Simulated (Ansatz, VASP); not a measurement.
## Two plane-wave programs on K

INCAR

```
PREC = Accurate
ENCUT = 520
EDIFF = 1E-7
ISMEAR = 1
SIGMA = 0.15
LREAL = False
LASPH = True
NELM = 80
ALGO = Normal
ISIF = 2
LWAVE = False
LCHARG = False
GGA = PS
NBANDS = 26
```

File KPOINTS:

```
regular mesh
0
Gamma
  6 6 2
```

The input POSCAR:

```
K
1.0
    4.6461121292      0.0000000000      0.0000000000
   -2.3230560646      4.0236511519      0.0000000000
    0.0000000000      0.0000000000     15.2964785052
K
4
Direct
    0.0000000000      0.0000000000      0.0000000000
    0.3333333333      0.6666666667      0.7500000000
    0.0000000000      0.0000000000      0.5000000000
    0.6666666667      0.3333333333      0.2500000000
```

Input for Ansatz:

```yaml
crystal:
  lattice:
    - [4.646112129182986, 0.0, 0.0]
    - [-2.323056064591493, 4.02365115192789, 0.0]
    - [0.0, 0.0, 15.296478505224496]
  atoms:
    - { symbol: K, position: [0.0, 0.0, 0.0] }
    - { symbol: K, position: [0.3333333333333333, 0.6666666666666666, 0.75] }
    - { symbol: K, position: [0.0, 0.0, 0.5] }
    - { symbol: K, position: [0.6666666666666666, 0.3333333333333333, 0.25] }
basis:
  ecutwfc: 500.0
kpoints:
  mp_grid:
    grid: [6, 6, 2]
hamiltonian:
  xc: pbesol
  pseudopotentials:
    kind: paw
scf:
  convergence:
    dr2_threshold: 1.0e-09
  occupations:
    method: cold
    width: 0.15
output:
  stress: true
```

Alike in both runs: task single point; functional PBEsol; k mesh 6 × 6 × 2; no spin polarisation.

|  | VASP | Ansatz |
| --- | --- | --- |
| version | VASP 6.6.1 | Ansatz 0.2.0 |
| potentials or method | VASP PAW PBE potentials, release 64 (K_sv), cutoff 520 eV | plane waves, PAW |
| occupations | methfessel-paxton of order 1, width 0.15 eV | cold, width 0.15 eV |
| valence electrons in the cell | 36 | 36 |

Ansatz gave:

| Item | Value |
| --- | --- |
| pressure (GPa) | 0.0 |
| traceless stress, the component that is largest in VASP (GPa) | -0.20 |

What did VASP give for the same quantities?

Pressure (GPa): 0.0; traceless stress, the component that is largest in VASP (GPa): -0.23.

VASP's potentials were made for PBE, not for PBEsol. Ansatz's warnings: stress scf threshold loose.
